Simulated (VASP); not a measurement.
# GaAs (F-43m) in VASP: a series of runs, part 2 of 2

VASP 6.6.1. The steps go on from the part before.

### Step 3. Electric field gradients, PBE

This run uses another cell than the first one, of 22.59 Å³/atom, 1.020 times its volume.

File INCAR:

```
SYSTEM = GaAs
ALGO = Normal
EDIFF = 1E-8
ENCUT = 520
GGA = PE
ISIF = 2
ISMEAR = -1
LASPH = .TRUE.
LCHARG = .FALSE.
LEFG = .TRUE.
LREAL = .FALSE.
LWAVE = .FALSE.
NBANDS = 16
NELM = 80
PREC = Accurate
SIGMA = 0.05
```

File KPOINTS:

```
k-points
0
G
  11 11 11
  0 0 0
```

File POSCAR:

```
GaAs
1.0
    0.0000000000      2.8268500000      2.8268500000
    2.8268500000      0.0000000000      2.8268500000
    2.8268500000      2.8268500000      0.0000000000
Ga As
1 1
Direct
    0.0000000000      0.0000000000      0.0000000000
    0.7500000000      0.7500000000      0.7500000000
```

Potentials or basis: VASP PAW PBE potentials, release 64 (Ga_d, As).

Command:

```sh
$ cat potpaw_PBE.64/Ga_d/POTCAR potpaw_PBE.64/As/POTCAR > POTCAR
$ mpirun -np 1 vasp_std > vasp.out
```

OUTCAR:

```text
SYSTEM = GaAs
   EDIFF = 1E-8
   ENCUT = 520
   GGA = PE
   ISIF = 2
   ISMEAR = -1
   LASPH = .TRUE.
   LREAL = .FALSE.
   NELM = 80
   PREC = Accurate

 ion  position               nearest neighbor table
   1  0.000  0.000  0.000-   2 2.45   2 2.45   2 2.45   2 2.45
   2  0.750  0.750  0.750-   1 2.45   1 2.45   1 2.45   1 2.45

  LATTYP: Found a face centered cubic cell.
 ALAT       =     5.6537000000

  Lattice vectors:

 A1 = (   0.0000000000,   2.8268500000,   2.8268500000)
 A2 = (   2.8268500000,   0.0000000000,   2.8268500000)
 A3 = (   2.8268500000,   2.8268500000,   0.0000000000)

Analysis of symmetry for initial positions (statically):
=====================================================================
 Subroutine PRICEL returns:
 Original cell was already a primitive cell.

 Routine SETGRP: Setting up the symmetry group for a
 face centered cubic supercell.

 Subroutine GETGRP returns: Found 24 space group operations
 (whereof 24 operations were pure point group operations)
 out of a pool of 48 trial point group operations.

The static configuration has the point symmetry T_d .

Analysis of symmetry for dynamics (positions and initial velocities):
=====================================================================
 Subroutine PRICEL returns:
 Original cell was already a primitive cell.

 Routine SETGRP: Setting up the symmetry group for a
 face centered cubic supercell.

 Subroutine GETGRP returns: Found 24 space group operations
 (whereof 24 operations were pure point group operations)
 out of a pool of 48 trial point group operations.

The dynamic configuration has the point symmetry T_d .

 Subroutine INISYM returns: Found 24 space group operations
 (whereof 24 operations are pure point group operations),
[... 149 lines left out ...]
 Fermi energy:         4.2310562345

 k-point     1 :       0.0000    0.0000    0.0000
  band No.  band energies     occupation
      1     -10.8749      2.00000
      2     -10.8749      2.00000
      3     -10.8749      2.00000
      4     -10.7957      2.00000
      5     -10.7957      2.00000
      6      -8.7946      2.00000
[... 433 lines left out ...]
      3     -10.8572      2.00000
      4     -10.7987      2.00000
      5     -10.7936      2.00000
      6      -7.8367      2.00000
[... 8 lines left out ...]
     15      14.1656      0.00000
     16      14.8737      0.00000

 [... further k-points ...]
[... 5 lines left out ...]
  --------------------------------------------------------------------------------------
  -------------------------------------------------------------------------------------
  Total        0.9823781      0.9823781      0.9823781      0.0000000      0.0000000     -0.0000000
  in kB       34.8378209     34.8378209     34.8378209      0.0000000      0.0000000     -0.0000000
  external PRESSURE =      34.8378209 kB  Pullay stress =       0.0000000 kB

 VOLUME and BASIS-vectors are now :
 -----------------------------------------------------------------------------
  energy-cutoff  :      520.00
  volume of cell :       45.18
      direct lattice vectors                 reciprocal lattice vectors
     0.000000000  2.826850000  2.826850000    -0.176875321  0.176875321  0.176875321
     2.826850000  0.000000000  2.826850000     0.176875321 -0.176875321  0.176875321
     2.826850000  2.826850000  0.000000000     0.176875321  0.176875321 -0.176875321

 POSITION                                       TOTAL-FORCE (eV/Angst)
 -----------------------------------------------------------------------------------
      0.00000      0.00000      0.00000         0.000000      0.000000      0.000000
      4.24027      4.24027      4.24027        -0.000000     -0.000000     -0.000000
 -----------------------------------------------------------------------------------
    total drift:                               -0.000002     -0.000002     -0.000002

  FREE ENERGIE OF THE ION-ELECTRON SYSTEM (eV)
  ---------------------------------------------------
  free  energy   TOTEN  =        -8.2514665719 eV

  energy  without entropy=       -8.2514544194  energy(sigma->0) =       -8.25146050

 Electric field gradients (V/A^2)
---------------------------------------------------------------------
 ion       V_xx      V_yy      V_zz      V_xy      V_xz      V_yz
---------------------------------------------------------------------
   1      -0.000    -0.000    -0.000    -0.003    -0.003    -0.003
   2       0.000     0.000     0.000     0.000     0.000     0.000
---------------------------------------------------------------------

 Electric field gradients after diagonalization (V/A^2)
 (convention: |V_zz| > |V_xx| > |V_yy|)
----------------------------------------------------------------------
 ion       V_xx      V_yy      V_zz     asymmetry (V_yy - V_xx)/ V_zz
----------------------------------------------------------------------
   1       0.003     0.003    -0.006       0.000
   2      -0.000    -0.000     0.000       0.000
----------------------------------------------------------------------

           NMR quadrupolar parameters

 Cq : quadrupolar parameter    Cq=e*Q*V_zz/h
 eta: asymmetry parameters     (V_yy - V_xx)/ V_zz
 Q  : nuclear electric quadrupole moment in mb (millibarn)
----------------------------------------------------------------------
 ion       Cq(MHz)       eta       Q (mb)
----------------------------------------------------------------------
   1      -0.000       0.000       1.000
   2       0.000       0.000       1.000
----------------------------------------------------------------------
```

OSZICAR:

```text
N       E                     dE             d eps       ncg     rms          rms(c)
DAV:   1     0.836515985079E+02    0.83652E+02   -0.88953E+03  1832   0.156E+03
DAV:   2    -0.171179175821E+01   -0.85363E+02   -0.81229E+02  2016   0.309E+02
DAV:   3    -0.831168319582E+01   -0.65999E+01   -0.65783E+01  2264   0.668E+01
DAV:   4    -0.840941582941E+01   -0.97733E-01   -0.97719E-01  2128   0.896E+00
DAV:   5    -0.841078852256E+01   -0.13727E-02   -0.13727E-02  2344   0.954E-01    0.290E+00
DAV:   6    -0.826984056906E+01    0.14095E+00   -0.21059E-01  2712   0.791E+00    0.175E+00
DAV:   7    -0.825013636982E+01    0.19704E-01   -0.63451E-02  2160   0.181E+00    0.561E-01
DAV:   8    -0.825095564731E+01   -0.81928E-03   -0.10251E-02  2136   0.114E+00    0.110E-01
DAV:   9    -0.825135100515E+01   -0.39536E-03   -0.93561E-04  2224   0.355E-01    0.505E-02
DAV:  10    -0.825141612385E+01   -0.65119E-04   -0.71525E-05  2424   0.885E-02    0.274E-02
DAV:  11    -0.825146592668E+01   -0.49803E-04   -0.69722E-05  1984   0.625E-02    0.303E-03
DAV:  12    -0.825146623668E+01   -0.30999E-06   -0.11627E-06  2288   0.152E-02    0.141E-03
DAV:  13    -0.825146654124E+01   -0.30457E-06   -0.51079E-07  2176   0.488E-03    0.654E-04
DAV:  14    -0.825146653013E+01    0.11114E-07   -0.72343E-09  1848   0.833E-04    0.507E-04
DAV:  15    -0.825146656480E+01   -0.34666E-07   -0.25264E-09  1712   0.448E-04    0.321E-05
DAV:  16    -0.825146657187E+01   -0.70740E-08   -0.50162E-10  1128   0.290E-04
   1 F= -.82514666E+01 E0= -.82514605E+01  d E =-.121524E-04
```

stdout:

```text
POSCAR found type information on POSCAR GaAs
 POSCAR found :  2 types and       2 ions
 scaLAPACK will be used
 LDA part: xc-table for (Slater+PW92), standard interpolation
 POSCAR, INCAR and KPOINTS ok, starting setup
 FFT: planning ... GRIDC
 FFT: planning ... GRID_SOFT
 FFT: planning ... GRID
 WAVECAR not read
 entering main loop
ion   1

ion   2
```

It took 87 s on 1 thread of AMD EPYC, shared host; peak memory 0.16 GiB.

What came out:

| Quantity | Value |
| --- | --- |
| Free energy | -8.2515 eV |
| Pressure | 3.5 GPa |
| Band gap on the k mesh | 0.52 eV, direct |

Caveat: without QUAD_EFG the Cq values of the log hold for a quadrupole moment of 1 mb, not for the nuclei.

### Step 4. Electric field gradients, PBE (volume scaled by 1.01)

File INCAR:

```
SYSTEM = GaAs
PREC = Accurate
ENCUT = 520
EDIFF = 1E-8
ISMEAR = -1
SIGMA = 0.05
LREAL = .FALSE.
LASPH = .TRUE.
NELM = 60
ALGO = Normal
ISIF = 2
LWAVE = .FALSE.
LCHARG = .FALSE.
GGA = PE
LEFG = .TRUE.
NBANDS = 16
```

File KPOINTS:

```
Automatic mesh
0
G
  11 11 11
  0 0 0
```

File POSCAR:

```
GaAs
1.0
    0.0000000000      2.8362415972      2.8362415972
    2.8362415972      0.0000000000      2.8362415972
    2.8362415972      2.8362415972      0.0000000000
Ga As
1 1
Direct
    0.0000000000      0.0000000000      0.0000000000
    0.7500000000      0.7500000000      0.7500000000
```

Potentials or basis: VASP PAW PBE potentials, release 64 (Ga_d, As).

Command:

```sh
$ cat potpaw_PBE.64/Ga_d/POTCAR potpaw_PBE.64/As/POTCAR > POTCAR
$ mpirun -np 1 vasp_std > vasp.out
```

OUTCAR:

```text
SYSTEM = GaAs
   PREC = Accurate
   ENCUT = 520
   EDIFF = 1E-8
   ISMEAR = -1
   LREAL = .FALSE.
   LASPH = .TRUE.
   NELM = 60
   ISIF = 2
   GGA = PE

 ion  position               nearest neighbor table
   1  0.000  0.000  0.000-   2 2.46   2 2.46   2 2.46   2 2.46
   2  0.750  0.750  0.750-   1 2.46   1 2.46   1 2.46   1 2.46

  LATTYP: Found a face centered cubic cell.
 ALAT       =     5.6724831944

  Lattice vectors:

 A1 = (   0.0000000000,   2.8362415972,   2.8362415972)
 A2 = (   2.8362415972,   0.0000000000,   2.8362415972)
[... 668 lines left out ...]
  ---------------------------------------------------
  free  energy   TOTEN  =        -8.2602358456 eV

  energy  without entropy=       -8.2602129811  energy(sigma->0) =       -8.26022441

 Electric field gradients (V/A^2)
---------------------------------------------------------------------
 ion       V_xx      V_yy      V_zz      V_xy      V_xz      V_yz
---------------------------------------------------------------------
   1       0.000     0.000     0.000    -0.003    -0.003    -0.003
   2      -0.000    -0.000    -0.000     0.000     0.000     0.000
---------------------------------------------------------------------

 Electric field gradients after diagonalization (V/A^2)
 (convention: |V_zz| > |V_xx| > |V_yy|)
----------------------------------------------------------------------
 ion       V_xx      V_yy      V_zz     asymmetry (V_yy - V_xx)/ V_zz
----------------------------------------------------------------------
   1       0.003     0.003    -0.005       0.000
   2      -0.000    -0.000     0.000       0.000
----------------------------------------------------------------------

           NMR quadrupolar parameters

 Cq : quadrupolar parameter    Cq=e*Q*V_zz/h
 eta: asymmetry parameters     (V_yy - V_xx)/ V_zz
 Q  : nuclear electric quadrupole moment in mb (millibarn)
----------------------------------------------------------------------
 ion       Cq(MHz)       eta       Q (mb)
----------------------------------------------------------------------
   1      -0.000       0.000       1.000
   2       0.000       0.000       1.000
----------------------------------------------------------------------
```

Run time: 77 s. Hardware: 1 thread of AMD EPYC, shared host; peak memory 0.16 GiB.

Results:

```yaml
Free_energy: -8.2602 eV
Pressure: 2.7 GPa
Band_gap_on_the_k_mesh: 0.45 eV, direct
```

Caveat: the cell differs from its parent crystal (volume scaled by 1.01); without QUAD_EFG the Cq values of the log hold for a quadrupole moment of 1 mb, not for the nuclei.

### Step 5. Overview

| cell | gap on the mesh (eV) | pressure (GPa) |
| --- | --- | --- |
| a = 3.971 Å, angles 60.0°, 2 atoms | 0.67 | 5.1 |
| a = 3.998 Å, angles 60.0°, 2 atoms | 0.52 | 3.5 |
| a = 4.011 Å, angles 60.0°, 2 atoms | 0.45 | 2.7 |

Alike in all rows: task electric field gradients; level PBE; potentials or basis VASP PAW PBE potentials, release 64 (Ga_d, As); no spin polarisation; k mesh 11 × 11 × 11; cutoff (eV) 520; smearing fermi-dirac 0.05 eV.

Absolute energies hang on the potentials; compare differences alone.
